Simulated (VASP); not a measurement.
# CaS (Fm-3m) in VASP: elastic constants with PBE

Aim: the elastic constants of CaS with PBE.

Program: VASP 6.6.1. These are calculated values, not measurements. Logs are shortened: lines on timing, memory, paths and dates and some standing lists are left out, and cuts for length are marked.

**1. The cell of the first run**

Symmetry: Fm-3m, No. 225, cubic system. The conventional cell has a = 5.696 Å, b = 5.696 Å, c = 5.696 Å, α = 90.00°, β = 90.00°, γ = 90.00°. Ca (site symmetry m-3m) has 6 S at 2.85 Å within 3.8 Å. Within 3.8 Å of S (site symmetry m-3m) lie 6 Ca at 2.85 Å.

**2. Elastic constants, PBE**

Input file INCAR:

```
SYSTEM = CaS
PREC = Accurate
ENCUT = 500
EDIFF = 1E-8
ISMEAR = 0
SIGMA = 0.01
LREAL = .False.
LASPH = .True.
NELM = 120
ALGO = Normal
ISIF = 3
LWAVE = .False.
LCHARG = .False.
GGA = PE
IBRION = 6
NFREE = 2
POTIM = 0.015
NSW = 1
GGA_COMPAT = .False.
```

Input file KPOINTS:

```
Automatic mesh
0
Gamma
  8 8 8
  0 0 0
```

Input file POSCAR:

```
CaS
1.0
    0.0000000000      2.8478000000      2.8478000000
    2.8478000000      0.0000000000      2.8478000000
    2.8478000000      2.8478000000      0.0000000000
Ca S
1 1
Direct
    0.0000000000      0.0000000000      0.0000000000
    0.5000000000      0.5000000000      0.5000000000
```

Potentials or basis: VASP PAW PBE potentials, release 64 (Ca_sv, S).

Run with:

```sh
$ cat potpaw_PBE.64/Ca_sv/POTCAR potpaw_PBE.64/S/POTCAR > POTCAR
$ mpirun -np 1 vasp_std > vasp.out
```

OUTCAR:

```text
SYSTEM = CaS
   PREC = Accurate
   ENCUT = 500
   EDIFF = 1E-8
   ISMEAR = 0
   LREAL = .False.
   LASPH = .True.
   NELM = 120
   ISIF = 3
   GGA = PE
   IBRION = 6
   NFREE = 2
   POTIM = 0.015
   NSW = 1

 ion  position               nearest neighbor table
   1  0.000  0.000  0.000-   2 2.85   2 2.85   2 2.85   2 2.85   2 2.85   2 2.85
   2  0.500  0.500  0.500-   1 2.85   1 2.85   1 2.85   1 2.85   1 2.85   1 2.85

  LATTYP: Found a face centered cubic cell.
 ALAT       =     5.6956000000

  Lattice vectors:

 A1 = (   0.0000000000,   2.8478000000,   2.8478000000)
 A2 = (   2.8478000000,   0.0000000000,   2.8478000000)
 A3 = (   2.8478000000,   2.8478000000,   0.0000000000)

Analysis of symmetry for initial positions (statically):
=====================================================================
 Subroutine PRICEL returns:
 Original cell was already a primitive cell.

 Routine SETGRP: Setting up the symmetry group for a
 face centered cubic supercell.

 Subroutine GETGRP returns: Found 48 space group operations
 (whereof 48 operations were pure point group operations)
 out of a pool of 48 trial point group operations.

The static configuration has the point symmetry O_h .

Analysis of symmetry for dynamics (positions and initial velocities):
=====================================================================
 Subroutine PRICEL returns:
 Original cell was already a primitive cell.

 Routine SETGRP: Setting up the symmetry group for a
 face centered cubic supercell.

 Subroutine GETGRP returns: Found 48 space group operations
 (whereof 48 operations were pure point group operations)
 out of a pool of 48 trial point group operations.

The dynamic configuration has the point symmetry O_h .

 Subroutine INISYM returns: Found 48 space group operations
 (whereof 48 operations are pure point group operations),
 and found     1 'primitive' translations

----------------------------------------------------------------------------------------

                                     Primitive cell

  volume of cell :      46.1911

  direct lattice vectors                    reciprocal lattice vectors
     0.000000000  2.847800000  2.847800000    -0.175574127  0.175574127  0.175574127
     2.847800000  0.000000000  2.847800000     0.175574127 -0.175574127  0.175574127
     2.847800000  2.847800000  0.000000000     0.175574127  0.175574127 -0.175574127

  length of vectors
     4.027397383  4.027397383  4.027397383     0.304103309  0.304103309  0.304103309

  position of ions in fractional coordinates (direct lattice)
     0.000000000  0.000000000  0.000000000
     0.500000000  0.500000000  0.500000000

  ion indices of the primitive-cell ions
   primitive index   ion index
                 1           1
                 2           2

----------------------------------------------------------------------------------------

 KPOINTS: Automatic mesh

Automatic generation of k-mesh.
 Grid dimensions read from file:
 generate k-points for:    8    8    8

 Generating k-lattice:

  Cartesian coordinates                     Fractional coordinates (reciprocal lattice)
    -0.021946766  0.021946766  0.021946766     0.125000000  0.000000000  0.000000000
[... 112 lines left out ...]

  FORCE on cell =-STRESS in cart. coord.  units (eV):
  Direction    XX          YY          ZZ          XY          YZ          ZX
  --------------------------------------------------------------------------------------
  -------------------------------------------------------------------------------------
  Total        0.1851205      0.1851205      0.1851205      0.0000000      0.0000000     -0.0000000
  in kB        6.4210596      6.4210596      6.4210596      0.0000000      0.0000000     -0.0000000
  external PRESSURE =       6.4210596 kB  Pullay stress =       0.0000000 kB
[... 89 lines left out ...]
  FREE ENERGIE OF THE ION-ELECTRON SYSTEM (eV)
  ---------------------------------------------------
  free  energy   TOTEN  =       -10.3564971186 eV

  energy  without entropy=      -10.3564971186  energy(sigma->0) =      -10.35649712

[... ionic steps 4 to 14 ...]

--------------------------------------- Ionic step       15  -------------------------------------------

 number of electron      16.0000003 magnetization

------------------------ aborting loop because EDIFF is reached ----------------------------------------
[... 67 lines left out ...]
--------------------------------------- Ionic step       17  -------------------------------------------

 number of electron      16.0000003 magnetization

 Free energy of the ion-electron system (eV)
  ---------------------------------------------------
  ext. energy  EPLUGINS =         0.00000000
  ---------------------------------------------------
  free energy    TOTEN  =       -10.36340861 eV

  energy without entropy =      -10.36340861  energy(sigma->0) =      -10.36340861

 E-fermi :   2.7820     XC(G=0):  -9.3138

 val. band max:        2.7254631909   @ k =   0.0000   0.0000   0.0000
 cond. band min:       5.0837755089   @ k =   0.0000   0.5000   0.5000
 fundamental gap:      2.3583123180
 Fermi energy:         2.7819674058

 k-point     1 :       0.0000    0.0000    0.0000
  band No.  band energies     occupation
      1     -36.4729      2.00000
      2     -17.4528      2.00000
      3     -17.4528      2.00000
      4     -17.4528      2.00000
      5      -8.5989      2.00000
      6       2.7253      2.00000
      7       2.7255      2.00000
      8       2.7255      2.00000
      9       6.8714      0.00000
     10       6.8907      0.00000
     11       6.8911      0.00000
     12       6.8911      0.00000
[... 331 lines left out ...]
 k-point    24 :      -0.3750    0.2500    0.1250
  band No.  band energies     occupation
      1     -36.4597      2.00000
      2     -17.5885      2.00000
      3     -17.5022      2.00000
      4     -17.4789      2.00000
      5      -7.8238      2.00000
      6       0.0985      2.00000
      7       1.2315      2.00000
      8       1.5600      2.00000
      9       7.7072      0.00000
     10       8.0297      0.00000
     11       9.1642      0.00000
     12       9.4800      0.00000

 [... further k-points ...]

------------------------ aborting loop because EDIFF is reached ----------------------------------------

  FORCE on cell =-STRESS in cart. coord.  units (eV):
  Direction    XX          YY          ZZ          XY          YZ          ZX
  --------------------------------------------------------------------------------------
  -------------------------------------------------------------------------------------
  Total        0.1899358      0.1848203      0.1848203      0.0000000      0.0000000      0.0000000
  in kB        6.5880807      6.4106461      6.4106461      0.0000000      0.0000000      0.0000000
  external PRESSURE =       6.4697910 kB  Pullay stress =       0.0000000 kB
[... 17 lines left out ...]
  FREE ENERGIE OF THE ION-ELECTRON SYSTEM (eV)
  ---------------------------------------------------
  free  energy   TOTEN  =       -10.3634086051 eV

  energy  without entropy=      -10.3634086051  energy(sigma->0) =      -10.36340861

 INTERNAL STRAIN TENSORS FROM STRAINED CELLS
 ============================================

 INTERNAL STRAIN TENSOR FOR ION    1 for displacements in x,y,z  (eV/Angst):
          X           Y           Z          XY          YZ          ZX
  --------------------------------------------------------------------------------
  x     0.00000     0.00000    -0.00000     0.00000     0.00000     0.00000
  y     0.00000     0.00000     0.00000     0.00000     0.00000    -0.00000
  z    -0.00000    -0.00000     0.00000     0.00000    -0.00000     0.00000

 INTERNAL STRAIN TENSORS FROM DISPLACED ATOMS
 ============================================

 INTERNAL STRAIN TENSOR FOR ION    1 for displacements in x,y,z  (eV/Angst):
          X           Y           Z          XY          YZ          ZX
  --------------------------------------------------------------------------------
  x     0.00000     0.00000     0.00000     0.00000     0.00000     0.00000
  y     0.00000     0.00000     0.00000     0.00000     0.00000     0.00000
  z     0.00000     0.00000     0.00000     0.00000     0.00000     0.00000

 INTERNAL STRAIN TENSOR FOR ION    2 for displacements in x,y,z  (eV/Angst):
          X           Y           Z          XY          YZ          ZX
  --------------------------------------------------------------------------------
  x     0.00000     0.00000     0.00000     0.00000     0.00000     0.00000
  y     0.00000     0.00000     0.00000     0.00000     0.00000     0.00000
  z     0.00000     0.00000     0.00000     0.00000     0.00000     0.00000

 Eigenvectors and eigenvalues of the dynamical matrix
 ----------------------------------------------------

   1 f  =    6.625988 THz    41.632312 2PiTHz  221.019177 cm-1    27.402873 meV
             X         Y         Z           dx          dy          dz
      0.000000  0.000000  0.000000     0.000000    0.666693    0.000000
      2.847800  2.847800  2.847800     0.000000   -0.745333    0.000000
[... 21 lines left out ...]
   6 f/i=    0.000047 THz     0.000294 2PiTHz    0.001559 cm-1     0.000193 meV
             X         Y         Z           dx          dy          dz
      0.000000  0.000000  0.000000     0.000000    0.000000    0.745333
      2.847800  2.847800  2.847800     0.000000    0.000000    0.666693

--------------------------------------------------------------------------------------------------------

 ELASTIC MODULI CONTR FROM IONIC RELAXATION (kBar)
 Direction    XX          YY          ZZ          XY          YZ          ZX
 --------------------------------------------------------------------------------
 XX           0.0000      0.0000      0.0000      0.0000      0.0000      0.0000
 YY           0.0000      0.0000      0.0000      0.0000      0.0000      0.0000
 ZZ           0.0000      0.0000      0.0000      0.0000      0.0000      0.0000
 XY           0.0000      0.0000      0.0000      0.0000      0.0000      0.0000
 YZ           0.0000      0.0000      0.0000      0.0000      0.0000      0.0000
 ZX           0.0000      0.0000      0.0000      0.0000      0.0000      0.0000
 --------------------------------------------------------------------------------

 TOTAL ELASTIC MODULI (kBar)
 Direction    XX          YY          ZZ          XY          YZ          ZX
 --------------------------------------------------------------------------------
 XX        1300.9951    238.8113    238.8113      0.0000      0.0000     -0.0000
 YY         238.8113   1300.9951    238.8113      0.0000      0.0000      0.0000
 ZZ         238.8113    238.8113   1300.9951      0.0000      0.0000      0.0000
 XY           0.0000      0.0000      0.0000    336.5205      0.0000     -0.0000
 YZ           0.0000      0.0000      0.0000      0.0000    336.5205      0.0000
 ZX          -0.0000      0.0000      0.0000     -0.0000      0.0000    336.5205
 --------------------------------------------------------------------------------
```

Wall time 15 min (1 thread of AMD EPYC 7R13, shared host); peak memory 0.27 GiB.

What came out:

* Elastic constants C11, C12, C44: 130, 24, 34 GPa
* Voigt bulk modulus: 59 GPa
* Highest phonon frequency at Γ, LO-TO splitting left out: 221 cm⁻¹

Phonon frequencies in cm⁻¹ (negative: imaginary):
```
              q point        frequencies
(0.000, 0.000, 0.000)  0 0 0 221 221 221
```

Elastic tensor in Voigt notation (GPa, in the Cartesian axes of the cell as first typed):
```
130  24  24   0   0   0
 24 130  24   0   0   0
 24  24 130   0   0   0
  0   0   0  34   0   0
  0   0   0   0  34   0
  0   0   0   0   0  34
```

Clamped-ion elastic tensor (GPa):
```
130  24  24   0   0   0
 24 130  24   0   0   0
 24  24 130   0   0   0
  0   0   0  34   0   0
  0   0   0   0  34   0
  0   0   0   0   0  34
```
